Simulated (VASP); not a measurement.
# C (R-3m) in VASP: single point with PBEsol

Aim: the single point of C with PBEsol.

All numbers are computed with VASP 6.6.1; they aren't measurements. Logs are shortened: lines on timing, memory, paths and dates and some standing lists are left out, and cuts for length are marked.

### Step 1. The cell of the first run

Symmetry: R-3m, No. 166, trigonal system. The conventional cell has a = 2.459 Å, b = 2.459 Å, c = 33.404 Å, α = 90.00°, β = 90.00°, γ = 120.00°. Within 1.9 Å of C (site symmetry 3m) lie 3 C at 1.42 Å. C (site symmetry 3m) has 3 C at 1.42 Å within 1.9 Å.

### Step 2. Single point, PBEsol

INCAR

```
SYSTEM = C
ALGO     = Normal         ! electronic algorithm
EDIFF    = 1E-6           ! SCF threshold, eV
ENCUT    = 520            ! plane-wave cutoff, eV
GGA      = PS             ! functional
ISIF     = 2              ! what is computed and relaxed
ISMEAR   = 0              ! smearing method
ISYM     = 0            
LASPH    = .TRUE.         ! aspherical terms in the spheres
LCHARG   = .FALSE.        ! write CHGCAR
LREAL    = .FALSE.        ! projectors in reciprocal space
LWAVE    = .FALSE.        ! write WAVECAR
NBANDS   = 16             ! bands
NELM     = 100            ! most SCF steps
PREC     = Accurate       ! precision mode
SIGMA    = 0.1            ! smearing width, eV
```

KPOINTS

```
k-points
0
G
  14 3 16
  0 0 0
```

POSCAR

```
C
1.0
    2.4589175861      0.0000000000      0.0000000000
   -1.2294587931     11.1573276152      0.0000000000
    1.2294587931      0.1354776857      2.1251711856
C
4
Direct
    0.8918779546      0.8378169319      0.0540610227
    0.1081220454      0.1621830681      0.9459389773
    0.4414762388      0.1622143582      0.2792618806
    0.5585237612      0.8377856418      0.7207381194
```

Potentials or basis: VASP PAW PBE potentials, release 64 (C).

Launch:

```
$ cat potpaw_PBE.64/C/POTCAR > POTCAR
$ mpirun -np 1 vasp_std > vasp.out
```

OUTCAR:

```text
SYSTEM = C
   EDIFF = 1E-6
   ENCUT = 520
   GGA = PS
   ISIF = 2
   ISMEAR = 0
   ISYM = 0
   LASPH = .TRUE.
   LREAL = .FALSE.
   NELM = 100
   PREC = Accurate

 ion  position               nearest neighbor table
   1  0.892  0.838  0.054-   4 1.42   4 1.42   4 1.42
   2  0.108  0.162  0.946-   3 1.42   3 1.42   3 1.42
   3  0.441  0.162  0.279-   2 1.42   2 1.42   2 1.42
   4  0.559  0.838  0.721-   1 1.42   1 1.42   1 1.42

IMPORTANT INFORMATION: All symmetrisations will be switched off!
NOSYMM: (Re-)initialisation of all symmetry stuff for point group C_1.

----------------------------------------------------------------------------------------

                                     Primitive cell

  volume of cell :      58.3040

  direct lattice vectors                    reciprocal lattice vectors
     2.458917586  0.000000000  0.000000000     0.406683008  0.044813598 -0.238131990
    -1.229458793 11.157327615  0.000000000     0.000000000  0.089627197 -0.005713650
     1.229458793  0.135477686  2.125171186     0.000000000  0.000000000  0.470550329

  length of vectors
     2.458917586 11.224862068  2.458917586     0.473398534  0.089809132  0.470550329

  position of ions in fractional coordinates (direct lattice)
     0.891877955  0.837816932  0.054061023
     0.108122045  0.162183068  0.945938977
     0.441476239  0.162214358  0.279261881
     0.558523761  0.837785642  0.720738119

  ion indices of the primitive-cell ions
   primitive index   ion index
                 1           1
                 2           2
                 3           3
                 4           4

----------------------------------------------------------------------------------------

 KPOINTS: k-points

Automatic generation of k-mesh.
 Grid dimensions read from file:
 generate k-points for:   14    3   16

 Generating k-lattice:

  Cartesian coordinates                     Fractional coordinates (reciprocal lattice)
     0.029048786  0.003200971 -0.017009428     0.071428571  0.000000000  0.000000000
     0.000000000  0.029875732 -0.001904550     0.000000000  0.333333333  0.000000000
     0.000000000  0.000000000  0.029409396     0.000000000  0.000000000  0.062500000

  Length of vectors
     0.033814181  0.029936377  0.029409396

  Shift w.r.t. Gamma in fractional coordinates (k-lattice)
     0.000000000  0.000000000  0.000000000

 -----------------------------------------------------------------------------
|                                                                             |
|           W    W    AA    RRRRR   N    N  II  N    N   GGGG   !!!           |
|           W    W   A  A   R    R  NN   N  II  NN   N  G    G  !!!           |
|           W    W  A    A  R    R  N N  N  II  N N  N  G       !!!           |
|           W WW W  AAAAAA  RRRRR   N  N N  II  N  N N  G  GGG   !            |
|           WW  WW  A    A  R   R   N   NN  II  N   NN  G    G                |
|           W    W  A    A  R    R  N    N  II  N    N   GGGG   !!!           |
|                                                                             |
|     Your reciprocal lattice and k-lattice belong to different lattice       |
|     classes:                                                                |
|                                                                             |
|        The reciprocal lattice is rhombohedral (trigonal),                   |
|        whereas your k-lattice is triclinic.                                 |
|                                                                             |
|     Results are often still useful ...                                      |
|                                                                             |
 -----------------------------------------------------------------------------

 WARNING: IBZKPT: internal override: KBLOWUP is changed to .FALSE.
      ... skipping the blow-up phase ...

 Subroutine IBZKPT returns following result:
 ===========================================

 Found    338 irreducible k-points:

 Following reciprocal coordinates:
            Coordinates               Weight
  0.000000  0.000000  0.000000      1.000000
  0.071429  0.000000 -0.000000      2.000000
  0.142857  0.000000 -0.000000      2.000000
  0.214286  0.000000 -0.000000      2.000000
  0.285714  0.000000  0.000000      2.000000
  0.357143  0.000000  0.000000      2.000000
[... 16 lines left out ...]
  0.000000  0.000000  0.062500      2.000000
  0.071429  0.000000  0.062500      2.000000
 [... further k-points ...]
   k-points           NKPTS =    338   k-points in BZ     NKDIM =    338   number of bands    NBANDS=     16
   number of dos      NEDOS =    301   number of ions     NIONS =      4
   total plane-waves  NPLWV =  27216
   dimension x,y,z NGX =    18 NGY =   84 NGZ =   18
   dimension x,y,z NGXF=    36 NGYF=  168 NGZF=   36
   ions per type =               4
   NGX,Y,Z   is equivalent  to a cutoff of  12.17, 12.44, 12.17 a.u.
   NGXF,Y,Z  is equivalent  to a cutoff of  24.34, 24.88, 24.34 a.u.
 SYSTEM =  C
   PREC   = accura    normal or accurate (medium, high low for compatibility)
   ISTART =      0    job   : 0-new  1-cont  2-samecut
   ICHARG =      2    charge: 1-file 2-atom 10-const
   ISPIN  =      1    spin polarized calculation?
   LNONCOLLINEAR =      F non collinear calculations
   LSORBIT =      F    spin-orbit coupling
   LASPH  =      T    aspherical Exc in radial PAW
   ENCUT  =  520.0 eV  38.22 Ry    6.18 a.u.   4.57 20.87  4.57*2*pi/ulx,y,z
   NELM   =    100;   NELMIN=  2; NELMDL= -5     # of ELM steps
   EDIFF  = 0.1E-05   stopping-criterion for ELM
   LREAL  =      F    real-space projection
   EDIFFG = 0.1E-04   stopping-criterion for IOM
   NSW    =      0    number of steps for IOM
   IBRION =     -1    ionic relax: 0-MD 1-quasi-New 2-CG
   NFREE  =      0    steps in history (QN), initial steepest desc. (CG)
   ISIF   =      2    stress and relaxation
   ISYM   =      0    0-nonsym 1-usesym 2-fastsym
   POTIM  = 0.5000    time-step for ionic-motion
   TEBEG  =    0.0;   TEEND  =   0.0 temperature during run
   PSTRESS=    0.0 pullay stress
   NELECT =      16.0000    total number of electrons
   NUPDOWN=      -1.0000    fix difference up-down
   EMIN   =  10.00;   EMAX   =-10.00  energy-range for DOS
   EFERMI =   0.00;   METHOD = LEGACY
   ISMEAR =     0;   SIGMA  =   0.10  broadening in eV -4-tet -1-fermi 0-gaus
   EFERMI_NEDOS =   21; number of points for ismear=-14 and -15
   IALGO  =     38    algorithm
   IMIX   =      4    mixing-type and parameters
     AMIX     =   0.40;   BMIX     =  1.00
     AMIX_MAG =   1.60;   BMIX_MAG =  1.00
  volume/ion in A,a.u.               =      14.58        98.36
  Fermi-wavevector in a.u.,A,eV,Ry     =   1.063854  2.010393 15.398882  1.131786
  Thomas-Fermi vector in A             =   2.199353
   LORBIT       =      0    0 simple, 1 ext, 2 COOP (PROOUT), +10 PAW based schemes
   GGA     = PS    functional components
   LHFCALC =     F    Hartree Fock is set to
   AEXX    =    0.0000 exact exchange contribution
   IVDW    =     0    specifies the selected vdW correction
   LEPSILON=     F    determine dielectric tensor
   LRPA    =     F    only Hartree local field effects (RPA)
 non-spin polarized calculation
 Gauss-broadening in eV      SIGMA  =   0.10
  energy-cutoff  :      520.00
  volume of cell :       58.30
 maximum number of plane-waves:      1597
   NGX =  9   NGY = 41   NGZ =  9

 number of electron      15.9999997 magnetization

 Free energy of the ion-electron system (eV)
  ---------------------------------------------------
  ext. energy  EPLUGINS =         0.00000000
  ---------------------------------------------------
  free energy    TOTEN  =       -38.57464403 eV

  energy without entropy =      -38.57464327  energy(sigma->0) =      -38.57464365

 E-fermi :   1.1201     XC(G=0):  -7.0336

 val. band max:        0.8521141620   @ k =  -0.3571  -0.3333   0.3125
 cond. band min:       1.3882375641   @ k =  -0.3571   0.0000   0.3125
 fundamental gap:      0.5361234021
 Fermi energy:         1.1201455105

 k-point     1 :       0.0000    0.0000    0.0000
  band No.  band energies     occupation
      1     -18.4797      2.00000
      2     -18.3948      2.00000
      3      -6.9312      2.00000
      4      -6.2534      2.00000
      5      -1.8892      2.00000
      6      -1.8878      2.00000
[... 8 lines left out ...]
     15       9.4629      0.00000
     16      11.5630      0.00000

 k-point     2 :       0.0714    0.0000   -0.0000
  band No.  band energies     occupation
      1     -18.3581      2.00000
      2     -18.2738      2.00000
      3      -6.7842      2.00000
      4      -6.1098      2.00000
      5      -2.3766      2.00000
      6      -2.3695      2.00000
[... 8 lines left out ...]
     15       9.9843      0.00000
     16      11.6790      0.00000

 k-point     3 :       0.1429    0.0000   -0.0000
  band No.  band energies     occupation
      1     -17.9942      2.00000
      2     -17.9121      2.00000
      3      -6.3456      2.00000
      4      -5.6822      2.00000
      5      -3.6532      2.00000
      6      -3.6397      2.00000
[... 8 lines left out ...]
     15      11.1273      0.00000
     16      11.3931      0.00000

 k-point     4 :       0.2143    0.0000   -0.0000
  band No.  band energies     occupation
      1     -17.3910      2.00000
      2     -17.3123      2.00000
      3      -5.6242      2.00000
      4      -5.3714      2.00000
      5      -5.3501      2.00000
      6      -4.9804      2.00000
[... 8 lines left out ...]
     15       9.5101      0.00000
     16      12.6297      0.00000
[... 324 lines left out ...]
 k-point    22 :      -0.0714    0.3333   -0.0000
  band No.  band energies     occupation
      1     -18.3581      2.00000
      2     -18.2739      2.00000
      3      -6.7837      2.00000
      4      -6.1106      2.00000
      5      -2.3766      2.00000
      6      -2.3695      2.00000
[... 8 lines left out ...]
     15       9.9843      0.00000
     16      10.9827      0.00000

 k-point    23 :       0.0000    0.0000    0.0625
  band No.  band energies     occupation
      1     -18.3866      2.00000
      2     -18.3021      2.00000
      3      -6.8186      2.00000
      4      -6.1434      2.00000
      5      -2.2645      2.00000
      6      -2.2580      2.00000
[... 8 lines left out ...]
     15       9.8653      0.00000
     16      11.6677      0.00000

 k-point    24 :       0.0714    0.0000    0.0625
  band No.  band energies     occupation
      1     -18.3714      2.00000
      2     -18.2870      2.00000
      3      -6.8003      2.00000
      4      -6.1255      2.00000
      5      -2.3240      2.00000
      6      -2.3173      2.00000
[... 8 lines left out ...]
     15       9.9266      0.00000
     16      11.6821      0.00000

 [... further k-points ...]

------------------------ aborting loop because EDIFF is reached ----------------------------------------

  FORCE on cell =-STRESS in cart. coord.  units (eV):
  Direction    XX          YY          ZZ          XY          YZ          ZX
  --------------------------------------------------------------------------------------
  -------------------------------------------------------------------------------------
  Total        0.2815293     -0.0078531      0.1531756      0.0011652      0.0119740     -0.0195571
  in kB        7.7363488     -0.2157999      4.2092258      0.0320204      0.3290427     -0.5374241
  external PRESSURE =       3.9099249 kB  Pullay stress =       0.0000000 kB

 VOLUME and BASIS-vectors are now :
 -----------------------------------------------------------------------------
  energy-cutoff  :      520.00
  volume of cell :       58.30
      direct lattice vectors                 reciprocal lattice vectors
     2.458917586  0.000000000  0.000000000     0.406683008  0.044813598 -0.238131990
    -1.229458793 11.157327615  0.000000000     0.000000000  0.089627197 -0.005713650
     1.229458793  0.135477686  2.125171186     0.000000000  0.000000000  0.470550329

 POSITION                                       TOTAL-FORCE (eV/Angst)
 -----------------------------------------------------------------------------------
      1.22946      9.35512      0.11489        -0.011276     -0.002671      0.031723
      1.22946      1.93768      2.01028         0.011275      0.002670     -0.031723
      1.22946      1.84771      0.59348        -0.010764      0.000126      0.032084
      1.22946      9.44509      1.53169         0.010765     -0.000126     -0.032084
 -----------------------------------------------------------------------------------
    total drift:                               -0.000000     -0.000004      0.000000

  FREE ENERGIE OF THE ION-ELECTRON SYSTEM (eV)
  ---------------------------------------------------
  free  energy   TOTEN  =       -38.5746440328 eV

  energy  without entropy=      -38.5746432743  energy(sigma->0) =      -38.57464365
```

Wall time 6.5 min (1 thread of Intel Xeon 8259CL, shared host); peak memory 0.33 GiB.

What came out:

| Item | Value |
| --- | --- |
| Free energy | -38.5746 eV |
| Pressure | 0.4 GPa |
| Largest force | 0.034 eV/Å |

Forces on the atoms (eV/Å):
```
C   -0.011 -0.003  0.032
C    0.011  0.003 -0.032
C   -0.011  0.000  0.032
C    0.011  0.000 -0.032
```

Stress tensor (GPa, compression positive):
```
 0.77  0.00 -0.05
 0.00 -0.02  0.03
-0.05  0.03  0.42
```

Caveat: this functional lacks dispersion, which binds layers or chains, so the pressure and a relaxed spacing across them are unreliable; the PAW data sets were made with another functional, which shifts forces and pressure a little.
